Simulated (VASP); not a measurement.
# Ca3H2Pt (P4/mmm) in VASP: a series of runs, part 2 of 2

VASP 6.6.1.

### Step 4. Relaxation of cell and atoms, PBE

Input file INCAR:

```
PREC     = Accurate       # precision mode
ENCUT    = 600            # plane-wave cutoff, eV
EDIFF    = 1E-6           # SCF threshold, eV
ISMEAR   = 0              # smearing method
SIGMA    = 0.1            # smearing width, eV
LREAL    = F              # projectors in reciprocal space
LASPH    = T              # aspherical terms in the spheres
NELM     = 60             # most SCF steps
ALGO     = Normal         # electronic algorithm
ISIF     = 3              # what is computed and relaxed
LWAVE    = F              # write WAVECAR
LCHARG   = F              # write CHGCAR
GGA      = PE             # functional
IBRION   = 2              # ionic algorithm
NSW      = 90             # ionic steps
EDIFFG   = -0.04          # ionic threshold
```

Input file KPOINTS:

```
regular mesh
0
Gamma
  6 6 2
```

Input file POSCAR:

```
Ca3H2Pt
1.0
    3.1957126300      0.0000000000      0.0000000000
    0.0000000000      3.1957126300      0.0000000000
    0.0000000000      0.0000000000      9.5542483700
Ca H Pt
3 2 1
Direct
    0.5000000000      0.5000000000      0.1837450000
    0.5000000000      0.5000000000      0.5000000000
    0.5000000000      0.5000000000      0.8162550000
    0.0000000000      0.0000000000      0.3342649900
    0.0000000000      0.0000000000      0.6657350100
    0.0000000000      0.0000000000      0.0000000000
```

Potentials or basis: VASP PAW PBE potentials, release 64 (Ca_sv, H, Pt).

Run with:

```sh
> cat potpaw_PBE.64/Ca_sv/POTCAR potpaw_PBE.64/H/POTCAR potpaw_PBE.64/Pt/POTCAR > POTCAR
> mpirun -np 1 vasp_std > vasp.out
```

OUTCAR:

```text
PREC = Accurate
   ENCUT = 600
   EDIFF = 1E-6
   ISMEAR = 0
   LREAL = F
   LASPH = T
   NELM = 60
   ISIF = 3
   GGA = PE
   IBRION = 2
   NSW = 90
   EDIFFG = -0.04

 ion  position               nearest neighbor table
   1  0.500  0.500  0.184-   6 2.86   6 2.86   6 2.86   6 2.86   2 3.02
   2  0.500  0.500  0.500-   1 3.02   3 3.02
   3  0.500  0.500  0.816-   6 2.86   6 2.86   6 2.86   6 2.86   2 3.02
   4  0.000  0.000  0.334-
   5  0.000  0.000  0.666-
   6  0.000  0.000  0.000-   1 2.86   3 2.86   1 2.86   3 2.86   1 2.86   3 2.86   1 2.86   3 2.86

  LATTYP: Found a simple tetragonal cell.
 ALAT       =     3.1957126300
 C/A-ratio  =     2.9897082361

  Lattice vectors:

 A1 = (   3.1957126300,   0.0000000000,   0.0000000000)
 A2 = (   0.0000000000,   3.1957126300,   0.0000000000)
 A3 = (   0.0000000000,   0.0000000000,   9.5542483700)

Analysis of symmetry for initial positions (statically):
=====================================================================
 Subroutine PRICEL returns:
 Original cell was already a primitive cell.

 Routine SETGRP: Setting up the symmetry group for a
 simple tetragonal supercell.

 Subroutine GETGRP returns: Found 16 space group operations
 (whereof 16 operations were pure point group operations)
 out of a pool of 16 trial point group operations.

The static configuration has the point symmetry D_4h.

Analysis of symmetry for dynamics (positions and initial velocities):
=====================================================================
 Subroutine PRICEL returns:
 Original cell was already a primitive cell.

 Routine SETGRP: Setting up the symmetry group for a
 simple tetragonal supercell.

 Subroutine GETGRP returns: Found 16 space group operations
 (whereof 16 operations were pure point group operations)
 out of a pool of 16 trial point group operations.

The dynamic configuration has the point symmetry D_4h.

 Subroutine INISYM returns: Found 16 space group operations
 (whereof 16 operations are pure point group operations),
 and found     1 'primitive' translations

----------------------------------------------------------------------------------------

[... 99 lines left out ...]
   IBRION =      2    ionic relax: 0-MD 1-quasi-New 2-CG
   NFREE  =      1    steps in history (QN), initial steepest desc. (CG)
   ISIF   =      3    stress and relaxation
   ISYM   =      2    0-nonsym 1-usesym 2-fastsym
   POTIM  = 0.5000    time-step for ionic-motion
   TEBEG  =    0.0;   TEEND  =   0.0 temperature during run
   PSTRESS=    0.0 pullay stress
   NELECT =      42.0000    total number of electrons
   NUPDOWN=      -1.0000    fix difference up-down
   EMIN   =  10.00;   EMAX   =-10.00  energy-range for DOS
   EFERMI =   0.00;   METHOD = LEGACY
   ISMEAR =     0;   SIGMA  =   0.10  broadening in eV -4-tet -1-fermi 0-gaus
   EFERMI_NEDOS =   21; number of points for ismear=-14 and -15
   IALGO  =     38    algorithm
   IMIX   =      4    mixing-type and parameters
     AMIX     =   0.40;   BMIX     =  1.00
     AMIX_MAG =   1.60;   BMIX_MAG =  1.00
  volume/ion in A,a.u.               =      16.26       109.74
  Fermi-wavevector in a.u.,A,eV,Ry     =   1.236082  2.335856 20.788323  1.527899
  Thomas-Fermi vector in A             =   2.370705
   LORBIT       =      0    0 simple, 1 ext, 2 COOP (PROOUT), +10 PAW based schemes
   GGA     = PE    functional components
   LHFCALC =     F    Hartree Fock is set to
   AEXX    =    0.0000 exact exchange contribution
   IVDW    =     0    specifies the selected vdW correction
   LEPSILON=     F    determine dielectric tensor
   LRPA    =     F    only Hartree local field effects (RPA)
 conjugate gradient relaxation of ions
 non-spin polarized calculation
 Gauss-broadening in eV      SIGMA  =   0.10
  energy-cutoff  :      600.00
  volume of cell :       97.57
 maximum number of plane-waves:      3294
 NGX is ok and might be reduce to    28
   NGX = 13   NGY = 13   NGZ = 39

--------------------------------------- Ionic step        1  -------------------------------------------

 number of electron      42.0000003 magnetization

 Free energy of the ion-electron system (eV)
  ---------------------------------------------------
  ext. energy  EPLUGINS =         0.00000000
  ---------------------------------------------------
  free energy    TOTEN  =       -19.39638019 eV

  energy without entropy =      -19.36686632  energy(sigma->0) =      -19.38162325

 E-fermi :   5.6646     XC(G=0): -10.1245

 val. band max:        5.6598377526   @ k =   0.5000   0.3333   0.0000
 cond. band min:       5.6732863742   @ k =   0.5000   0.1667   0.0000
 fundamental gap:      0.0134486216
 Fermi energy:         5.6645688695
[... 1241 lines left out ...]
     24       5.1059      0.00000
     25       5.1059      0.00000

[... ionic steps 4 to 19 ...]

--------------------------------------- Ionic step       20  -------------------------------------------

 number of electron      41.9999999 magnetization

------------------------ aborting loop because EDIFF is reached ----------------------------------------
[... 75 lines left out ...]
--------------------------------------- Ionic step       22  -------------------------------------------

 number of electron      42.0000000 magnetization

 Free energy of the ion-electron system (eV)
  ---------------------------------------------------
  ext. energy  EPLUGINS =         0.00000000
  ---------------------------------------------------
  free energy    TOTEN  =       -20.32116722 eV

  energy without entropy =      -20.30104036  energy(sigma->0) =      -20.31110379

 E-fermi :   3.7738     XC(G=0):  -8.9629

 val. band max:        3.7688429516   @ k =   0.5000   0.3333   0.5000
 cond. band min:       3.7766476567   @ k =   0.1667   0.0000   0.0000
 fundamental gap:      0.0078047050
 Fermi energy:         3.7738394554
[... 591 lines left out ...]
  FREE ENERGIE OF THE ION-ELECTRON SYSTEM (eV)
  ---------------------------------------------------
  free  energy   TOTEN  =       -20.3211672176 eV

  energy  without entropy=      -20.3010403594  energy(sigma->0) =      -20.31110379

 reached required accuracy - stopping structural energy minimisation
```

OSZICAR:

```text
N       E                     dE             d eps       ncg     rms          rms(c)
DAV:   1     0.423034421556E+03    0.42303E+03   -0.23123E+04  1000   0.182E+03
DAV:   2     0.123362237400E+02   -0.41070E+03   -0.40684E+03  1029   0.481E+02
DAV:   3    -0.186242516070E+02   -0.30960E+02   -0.30400E+02  1775   0.984E+01
[... 231 lines left out ...]
DAV:   4    -0.203211633211E+02    0.17193E-04   -0.10348E-04  1753   0.607E-02    0.949E-03
DAV:   5    -0.203211638621E+02   -0.54093E-06   -0.16087E-05  1226   0.193E-02    0.766E-03
DAV:   6    -0.203211651794E+02   -0.13173E-05   -0.89621E-07   617   0.795E-03    0.460E-03
DAV:   7    -0.203211672226E+02   -0.20432E-05   -0.87973E-07   573   0.689E-03    0.464E-04
DAV:   8    -0.203211672176E+02    0.49799E-08   -0.26103E-07   505   0.371E-03
  22 F= -.20321167E+02 E0= -.20311104E+02  d E =-.498411E-02
```

Run time: 18 min. Hardware: 1 thread of Oxide Virtual Turin-like, shared host; peak memory 0.25 GiB.

What came out:

| Quantity | Value |
| --- | --- |
| Free energy | -20.3212 eV |
| Relaxed volume | 20.98 Å³/atom |
| Relaxed cell | a = 3.410 Å, b = 3.410 Å, c = 10.823 Å, α = 90.00°, β = 90.00°, γ = 90.00° |
| Space group after relaxing (to 0.05 Å) | P4/mmm (No. 123) |
| Energy gained by relaxing | 154.1 meV/atom |
| Ionic steps | 22 |
| Pressure after relaxing | 0.0 GPa |
| Largest force after relaxing | 0.036 eV/Å |
| Band gap on the k mesh | zero (band 21 reaches 4.15 eV, above the bottom of band 22 at 3.05 eV) |

Forces on the atoms (eV/Å):
```
Ca   0.000  0.000 -0.028
Ca   0.000  0.000  0.000
Ca   0.000  0.000  0.028
H    0.000  0.000 -0.036
H    0.000  0.000  0.036
Pt   0.000  0.000  0.000
```

The path:
| step | energy change (eV) | largest force (eV/Å) | pressure (GPa) | volume (Å³) |
| --- | --- | --- | --- | --- |
| 1 | 0.0000 | 0.3629 | 8.97 | 97.57 |
| 2 | -0.4472 | 0.8525 | 1.51 | 111.00 |
| 3 | -0.4771 | 0.9759 | -0.74 | 116.86 |
| 4 | -0.4778 | 0.9610 | -0.46 | 116.04 |
| 5 | -0.5692 | 0.6818 | -0.39 | 117.24 |
| 6 | -0.6858 | 0.3274 | 0.15 | 120.54 |
| 7 | -0.6871 | 0.3347 | 0.25 | 120.96 |
| 8 | -0.7095 | 0.3460 | -0.15 | 122.31 |
| 9 | -0.7537 | 0.3288 | -1.24 | 126.41 |
| 10 | -0.6967 | 0.1400 | -2.97 | 134.84 |
| 11 | -0.7597 | 0.3053 | -1.64 | 128.07 |
| 12 | -0.7685 | 0.2965 | -1.58 | 128.02 |
| 13 | -0.7930 | 0.2659 | -1.44 | 127.86 |
| 14 | -0.8320 | 0.1841 | -1.10 | 127.54 |
| 15 | -0.8551 | 0.2591 | -0.37 | 126.91 |
| 16 | -0.8905 | 0.1914 | -0.04 | 126.11 |
| 17 | -0.9092 | 0.1631 | 0.48 | 124.82 |
| 18 | -0.9176 | 0.1230 | 0.00 | 125.96 |
| 19 | -0.9198 | 0.0889 | -0.41 | 126.96 |
| 20 | -0.9236 | 0.0617 | -0.21 | 126.41 |
| 21 | -0.9248 | 0.0402 | -0.04 | 125.96 |
| 22 | -0.9248 | 0.0361 | -0.01 | 125.87 |

Final structure:
```xyz
6
Lattice="3.4104 0.0000 0.0000 0.0000 3.4104 0.0000 0.0000 0.0000 10.8228" Properties=species:S:1:pos:R:3 pbc="T T T"
Ca    1.7052    1.7052    1.6909
Ca    1.7052    1.7052    5.4114
Ca    1.7052    1.7052    9.1319
H     0.0000    0.0000    4.2619
H     0.0000    0.0000    6.5609
Pt    0.0000    0.0000    0.0000
```

Caveat: the volume moved by over 15 % at a fixed basis, so the end points are rough; spin-orbit coupling is left out, which moves the levels of the heavy elements.

### Step 5. Single point, PBE

This run uses another cell than the first one, of 20.61 Å³/atom, 1.268 times its volume.

Input file INCAR:

```
PREC = Accurate
ENCUT = 520
EDIFF = 1E-7
ISMEAR = 0
SIGMA = 0.1
LREAL = False
LASPH = True
NELM = 100
ALGO = Normal
ISIF = 2
LWAVE = False
LCHARG = False
GGA = PE
NBANDS = 30
```

Input file KPOINTS:

```
Automatic mesh
0
Gamma
  12 12 4
```

Input file POSCAR:

```
Ca3H2Pt
1.0
    3.3923511618      0.0000000000      0.0000000000
    0.0000000000      3.3923511618      0.0000000000
    0.0000000000      0.0000000000     10.7474235775
Ca H Pt
3 2 1
Direct
    0.5000000000      0.5000000000      0.1596022068
    0.5000000000      0.5000000000      0.5000000000
    0.5000000000      0.5000000000      0.8403977932
    0.0000000000      0.0000000000      0.3900615194
    0.0000000000      0.0000000000      0.6099384806
    0.0000000000      0.0000000000      0.0000000000
```

Run with:

```sh
> cat potpaw_PBE.64/Ca_sv/POTCAR potpaw_PBE.64/H/POTCAR potpaw_PBE.64/Pt/POTCAR > POTCAR
> mpirun -np 1 vasp_std > vasp.out
```

Wall time 6 min (1 thread of Oxide Virtual Turin-like, shared host); peak memory 0.41 GiB.

The run converged. Its results:

| Item | Value |
| --- | --- |
| Free energy | -20.3621 eV |
| Pressure | 0.0 GPa |
| Largest force | 0.014 eV/Å |
| Band gap on the k mesh | zero (band 21 reaches 4.27 eV, above the bottom of band 22 at 3.11 eV) |

Forces on the atoms (eV/Å):
```
Ca   0.000  0.000  0.014
Ca   0.000  0.000  0.000
Ca   0.000  0.000 -0.014
H    0.000  0.000  0.001
H    0.000  0.000 -0.001
Pt   0.000  0.000  0.000
```

Levels at points of the mesh, in eV from the Fermi level:
| k point | band 18 | band 19 | band 20 | band 21 | band 22 | band 23 | band 24 | band 25 |
| --- | --- | --- | --- | --- | --- | --- | --- | --- |
| (0.00, 0.00, 0.00) | -2.55 | -2.55 | -2.16 | -1.59 | -0.16 | 0.80 | 1.31 | 2.03 |
| (0.50, 0.00, 0.00) | -2.89 | -2.71 | -1.76 | -0.81 | -0.51 | 0.81 | 1.34 | 1.35 |
| (0.50, 0.50, 0.00) | -1.92 | -1.31 | -0.32 | 0.09 | 0.09 | 0.19 | 0.70 | 0.70 |
| (0.00, 0.00, 0.50) | -2.55 | -2.55 | -2.32 | -2.16 | 0.40 | 0.78 | 1.35 | 2.00 |
| (0.50, 0.00, 0.50) | -2.86 | -2.71 | -1.54 | -0.99 | -0.81 | 1.04 | 1.20 | 1.57 |
| (0.50, 0.50, 0.50) | -1.67 | -1.31 | -0.23 | -0.19 | 0.03 | 0.03 | 0.91 | 0.91 |

Caveat: spin-orbit coupling is left out, which moves the levels of the heavy elements.

### Step 6. The runs side by side

```tsv
task	cell	k mesh	cutoff (eV)	gap on the mesh (eV)	pressure (GPa)	largest force (eV/Å)
single point	a = 3.196, b = 3.196, c = 9.554 Å, 6 atoms	6 × 6 × 2	520	none	8.9	0.36
single point	a = 3.411, b = 3.411, c = 10.681 Å, 6 atoms	6 × 6 × 2	520	none	0.3	0.01
relaxation of cell and atoms	relaxed from a = 3.196, b = 3.196, c = 9.554 Å, 6 atoms	6 × 6 × 2	600	none	0.0	0.04
single point	a = 3.392, b = 3.392, c = 10.747 Å, 6 atoms	12 × 12 × 4	520	none	0.0	0.01
```

Alike in all rows: level PBE; potentials or basis VASP PAW PBE potentials, release 64 (Ca_sv, H, Pt); no spin polarisation; smearing gaussian 0.1 eV.

Caveats: spin-orbit coupling is left out, which moves the levels of the heavy elements; the volume moved by over 15 % at a fixed basis, so the end points are rough (some runs).

Absolute energies hang on the potentials; compare differences alone.
